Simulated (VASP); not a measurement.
# Ir (Fm-3m) in VASP: a series of runs, part 2 of 2

VASP 6.6.1. The steps go on from the part before.

**5. Single point, PBE**

Contents of INCAR:

```
PREC = Accurate
ENCUT = 520
EDIFF = 1E-6
ISMEAR = -1
SIGMA = 0.2
LREAL = F
LASPH = T
NELM = 60
ALGO = Normal
ISIF = 2
LWAVE = F
LCHARG = F
GGA = PE
NBANDS = 10
```

Contents of KPOINTS:

```
regular mesh
0
Gamma
  14 14 14
```

Contents of POSCAR:

```
Ir
1.0
    0.0000000000      1.9360622002      1.9360622002
    1.9360622002      0.0000000000      1.9360622002
    1.9360622002      1.9360622002      0.0000000000
Ir
1
Direct
    0.0000000000      0.0000000000      0.0000000000
```

Potentials or basis: VASP PAW PBE potentials, release 64 (Ir).

Command:

```console
$ cat potpaw_PBE.64/Ir/POTCAR > POTCAR
$ mpirun -np 1 vasp_std > vasp.out
```

OUTCAR:

```text
PREC = Accurate
   ENCUT = 520
   EDIFF = 1E-6
   ISMEAR = -1
   LREAL = F
   LASPH = T
   NELM = 60
   ISIF = 2
   GGA = PE

 ion  position               nearest neighbor table
   1  0.000  0.000  0.000-

  LATTYP: Found a face centered cubic cell.
 ALAT       =     3.8721244004

  Lattice vectors:

 A1 = (   0.0000000000,   1.9360622002,   1.9360622002)
 A2 = (   1.9360622002,   0.0000000000,   1.9360622002)
 A3 = (   1.9360622002,   1.9360622002,   0.0000000000)

Analysis of symmetry for initial positions (statically):
=====================================================================
 Subroutine PRICEL returns:
 Original cell was already a primitive cell.

 Routine SETGRP: Setting up the symmetry group for a
 face centered cubic supercell.

 Subroutine GETGRP returns: Found 48 space group operations
 (whereof 48 operations were pure point group operations)
 out of a pool of 48 trial point group operations.

The static configuration has the point symmetry O_h .

Analysis of symmetry for dynamics (positions and initial velocities):
=====================================================================
 Subroutine PRICEL returns:
 Original cell was already a primitive cell.

 Routine SETGRP: Setting up the symmetry group for a
 face centered cubic supercell.

 Subroutine GETGRP returns: Found 48 space group operations
 (whereof 48 operations were pure point group operations)
 out of a pool of 48 trial point group operations.

The dynamic configuration has the point symmetry O_h .

 Subroutine INISYM returns: Found 48 space group operations
 (whereof 48 operations are pure point group operations),
 and found     1 'primitive' translations

----------------------------------------------------------------------------------------

                                     Primitive cell

  volume of cell :      14.5140

  direct lattice vectors                    reciprocal lattice vectors
     0.000000000  1.936062200  1.936062200    -0.258256166  0.258256166  0.258256166
     1.936062200  0.000000000  1.936062200     0.258256166 -0.258256166  0.258256166
     1.936062200  1.936062200  0.000000000     0.258256166  0.258256166 -0.258256166

  length of vectors
     2.738005421  2.738005421  2.738005421     0.447312800  0.447312800  0.447312800

  position of ions in fractional coordinates (direct lattice)
     0.000000000  0.000000000  0.000000000

  ion indices of the primitive-cell ions
   primitive index   ion index
                 1           1

----------------------------------------------------------------------------------------

 KPOINTS: regular mesh

Automatic generation of k-mesh.
 Grid dimensions read from file:
 generate k-points for:   14   14   14

 Generating k-lattice:

  Cartesian coordinates                     Fractional coordinates (reciprocal lattice)
    -0.018446869  0.018446869  0.018446869     0.071428571  0.000000000  0.000000000
     0.018446869 -0.018446869  0.018446869     0.000000000  0.071428571  0.000000000
     0.018446869  0.018446869 -0.018446869     0.000000000  0.000000000  0.071428571

  Length of vectors
     0.031950914  0.031950914  0.031950914

  Shift w.r.t. Gamma in fractional coordinates (k-lattice)
     0.000000000  0.000000000  0.000000000

 Subroutine IBZKPT returns following result:
 ===========================================

 Found    104 irreducible k-points:

 Following reciprocal coordinates:
            Coordinates               Weight
  0.000000  0.000000  0.000000      1.000000
  0.071429  0.000000  0.000000      8.000000
  0.142857  0.000000  0.000000      8.000000
  0.214286  0.000000  0.000000      8.000000
  0.285714  0.000000  0.000000      8.000000
  0.357143  0.000000  0.000000      8.000000
[... 16 lines left out ...]
  0.214286  0.142857  0.000000     24.000000
  0.285714  0.142857  0.000000     24.000000
 [... further k-points ...]
   k-points           NKPTS =    104   k-points in BZ     NKDIM =    104   number of bands    NBANDS=     10
   number of dos      NEDOS =    301   number of ions     NIONS =      1
   total plane-waves  NPLWV =   8000
   dimension x,y,z NGX =    20 NGY =   20 NGZ =   20
   dimension x,y,z NGXF=    40 NGYF=   40 NGZF=   40
   ions per type =               1
   NGX,Y,Z   is equivalent  to a cutoff of  12.14, 12.14, 12.14 a.u.
   NGXF,Y,Z  is equivalent  to a cutoff of  24.29, 24.29, 24.29 a.u.
 SYSTEM =  unknown system
   PREC   = accura    normal or accurate (medium, high low for compatibility)
   ISTART =      0    job   : 0-new  1-cont  2-samecut
   ICHARG =      2    charge: 1-file 2-atom 10-const
   ISPIN  =      1    spin polarized calculation?
   LNONCOLLINEAR =      F non collinear calculations
   LSORBIT =      F    spin-orbit coupling
   LASPH  =      T    aspherical Exc in radial PAW
   ENCUT  =  520.0 eV  38.22 Ry    6.18 a.u.   5.09  5.09  5.09*2*pi/ulx,y,z
   NELM   =     60;   NELMIN=  2; NELMDL= -5     # of ELM steps
   EDIFF  = 0.1E-05   stopping-criterion for ELM
   LREAL  =      F    real-space projection
   EDIFFG = 0.1E-04   stopping-criterion for IOM
   NSW    =      0    number of steps for IOM
   IBRION =     -1    ionic relax: 0-MD 1-quasi-New 2-CG
   NFREE  =      0    steps in history (QN), initial steepest desc. (CG)
   ISIF   =      2    stress and relaxation
   ISYM   =      2    0-nonsym 1-usesym 2-fastsym
   POTIM  = 0.5000    time-step for ionic-motion
   TEBEG  =    0.0;   TEEND  =   0.0 temperature during run
   PSTRESS=    0.0 pullay stress
   NELECT =       9.0000    total number of electrons
   NUPDOWN=      -1.0000    fix difference up-down
   EMIN   =  10.00;   EMAX   =-10.00  energy-range for DOS
   EFERMI =   0.00;   METHOD = LEGACY
   ISMEAR =    -1;   SIGMA  =   0.20  broadening in eV -4-tet -1-fermi 0-gaus
   EFERMI_NEDOS =   21; number of points for ismear=-14 and -15
   IALGO  =     38    algorithm
   IMIX   =      4    mixing-type and parameters
     AMIX     =   0.40;   BMIX     =  1.00
     AMIX_MAG =   1.60;   BMIX_MAG =  1.00
  volume/ion in A,a.u.               =      14.51        97.95
  Fermi-wavevector in a.u.,A,eV,Ry     =   1.396024  2.638104 26.516181  1.948884
  Thomas-Fermi vector in A             =   2.519419
   LORBIT       =      0    0 simple, 1 ext, 2 COOP (PROOUT), +10 PAW based schemes
   GGA     = PE    functional components
   LHFCALC =     F    Hartree Fock is set to
   AEXX    =    0.0000 exact exchange contribution
   IVDW    =     0    specifies the selected vdW correction
   LEPSILON=     F    determine dielectric tensor
   LRPA    =     F    only Hartree local field effects (RPA)
 non-spin polarized calculation
  energy-cutoff  :      520.00
  volume of cell :       14.51
 maximum number of plane-waves:       399
   NGX = 11   NGY = 11   NGZ = 11

 number of electron       9.0000000 magnetization

 Free energy of the ion-electron system (eV)
  ---------------------------------------------------
  ext. energy  EPLUGINS =         0.00000000
  ---------------------------------------------------
  free energy    TOTEN  =        -8.91246824 eV

  energy without entropy =       -8.77436082  energy(sigma->0) =       -8.84341453

 E-fermi :   9.9208     XC(G=0): -13.8352

 val. band max:        9.8936462410   @ k =   0.5000   0.4286   0.0000
 cond. band min:       9.9418578202   @ k =   0.4286   0.3571   0.0000
 fundamental gap:      0.0482115792
 Fermi energy:         9.9208232299

 k-point     1 :       0.0000    0.0000    0.0000
  band No.  band energies     occupation
      1      -0.8780      2.00000
      2       6.2370      2.00000
      3       6.2370      2.00000
      4       6.2370      2.00000
      5       8.8169      1.99202
      6       8.8169      1.99202
      7      24.3419      0.00000
      8      29.7727      0.00000
      9      29.7727      0.00000
     10      29.7727      0.00000

 k-point     2 :       0.0714    0.0000    0.0000
  band No.  band energies     occupation
      1      -0.6579      2.00000
      2       6.1228      2.00000
      3       6.3309      2.00000
      4       6.3309      2.00000
      5       8.7586      1.99403
      6       8.7586      1.99403
      7      24.7156      0.00000
      8      28.6511      0.00000
      9      30.1306      0.00000
     10      30.1306      0.00000
[... 274 lines left out ...]
 k-point    24 :       0.2857    0.1429    0.0000
  band No.  band energies     occupation
      1       1.8135      2.00000
      2       4.9398      2.00000
      3       6.5978      2.00000
      4       7.3114      2.00000
      5       8.6032      1.99725
      6       9.7280      1.44793
      7      24.7079      0.00000
      8      27.6405      0.00000
      9      29.6375      0.00000
     10      30.7158      0.00000

 [... further k-points ...]
[... 5 lines left out ...]
  --------------------------------------------------------------------------------------
  -------------------------------------------------------------------------------------
  Total        0.1349485      0.1349485      0.1349485     -0.0000000      0.0000000     -0.0000000
  in kB       14.8967259     14.8967259     14.8967259     -0.0000000      0.0000000     -0.0000000
  external PRESSURE =      14.8967259 kB  Pullay stress =       0.0000000 kB

 VOLUME and BASIS-vectors are now :
 -----------------------------------------------------------------------------
  energy-cutoff  :      520.00
  volume of cell :       14.51
      direct lattice vectors                 reciprocal lattice vectors
     0.000000000  1.936062200  1.936062200    -0.258256166  0.258256166  0.258256166
     1.936062200  0.000000000  1.936062200     0.258256166 -0.258256166  0.258256166
     1.936062200  1.936062200  0.000000000     0.258256166  0.258256166 -0.258256166

 POSITION                                       TOTAL-FORCE (eV/Angst)
 -----------------------------------------------------------------------------------
      0.00000      0.00000      0.00000        -0.000000      0.000000     -0.000000
 -----------------------------------------------------------------------------------
    total drift:                                0.000000      0.000000     -0.000000

  FREE ENERGIE OF THE ION-ELECTRON SYSTEM (eV)
  ---------------------------------------------------
  free  energy   TOTEN  =        -8.9124682367 eV

  energy  without entropy=       -8.7743608170  energy(sigma->0) =       -8.84341453
```

Wall time 23 s (1 thread of Intel Xeon 6975P-C, shared host); peak memory 0.14 GiB.

Results:

| Item | Value |
| --- | --- |
| Free energy | -8.9125 eV |
| Pressure | 1.5 GPa |

Caveat: spin-orbit coupling is left out, which moves the levels of the heavy elements.

**6. Single point, PBE**

Contents of INCAR:

```
PREC = Accurate ; ENCUT = 520
EDIFF = 1E-7 ; ISMEAR = -1
SIGMA = 0.3 ; LREAL = False
LASPH = True ; NELM = 100
ALGO = Normal ; ISIF = 2
LWAVE = False ; LCHARG = True
GGA = PE ; LELF = True
LVHAR = True ; NBANDS = 10
```

KPOINTS is that of step 5.

POSCAR is that of step 5.

Potentials or basis: VASP PAW PBE potentials, release 64 (Ir).

Command:

```console
$ cat potpaw_PBE.64/Ir/POTCAR > POTCAR
$ mpirun -np 1 vasp_std > vasp.out
```

Run time: 29 s. Hardware: 1 thread of Intel Xeon 6975P-C, shared host; peak memory 0.14 GiB.

It converged, with:

- Free energy: -8.9986 eV
- Pressure: 3.1 GPa

Levels at points of the mesh, in eV from the Fermi level:
```tsv
k point	band 1	band 2	band 3	band 4	band 5	band 6	band 7	band 8
(0.00, 0.00, 0.00)	-10.80	-3.67	-3.67	-3.67	-1.09	-1.09	14.42	19.85
(0.50, 0.00, 0.00)	-7.78	-3.77	-3.77	-0.65	0.92	0.92	7.07	13.95
(0.50, 0.50, 0.00)	-7.57	-7.00	0.88	1.47	1.47	1.76	10.22	11.64
```

Caveat: spin-orbit coupling is left out, which moves the levels of the heavy elements.

**7. Summary**

```csv
smearing,gap on the mesh (eV),pressure (GPa)
fermi-dirac 0.1 eV,none,0.5
fermi-dirac 0.01 eV,none,0.3
fermi-dirac 0.03 eV,none,0.3
fermi-dirac 0.2 eV,none,1.5
fermi-dirac 0.3 eV,none,3.1
```

Alike in all rows: task single point; level PBE; potentials or basis VASP PAW PBE potentials, release 64 (Ir); no spin polarisation; cell as given; k mesh 14 × 14 × 14; cutoff (eV) 520.

Every run on the cell as given and a fine mesh finds a metal.

Caveats: spin-orbit coupling is left out, which moves the levels of the heavy elements.

Total energies depend on the potentials used, so only differences within one code and one set of settings carry meaning.
